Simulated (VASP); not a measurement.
Te2Mo, 6 atoms in the cell. The cell holds a slab with vacuum, 6 atoms: a = 6.362 Å, b = 3.480 Å, c = 36.176 Å, α = 90.00°, β = 90.14°, γ = 90.00°. 

- Program: VASP 6.6.1
- Task: single point
- Functional: revPBE
- Dispersion: D4
- Potentials or basis: VASP PAW PBE potentials, release 64 (Te, Mo_sv)
- Cutoff: 520 eV
- k mesh: 4 × 8 × 1
- Occupations: fermi-dirac, width 0.05 eV
- Spin: no spin polarisation
- Dipole correction: no
- Further INCAR settings: ALGO = Normal; EDIFF = 1e-06; NBANDS = 35

Potentials or basis: VASP PAW PBE potentials, release 64 (Te, Mo_sv).

Launch:

```sh
$ cat potpaw_PBE.64/Te/POTCAR potpaw_PBE.64/Mo_sv/POTCAR > POTCAR
$ mpirun -np 1 vasp_std > vasp.out
```

Hardware: 1 thread of Intel Xeon 8259CL, on a shared host.

Question: Estimate the wall time of this run.

Answer: Wall time 28 min on 1 thread of Intel Xeon 8259CL, on a shared host, peak memory 0.93 GiB. Counts: scf iterations 26, k points 15.
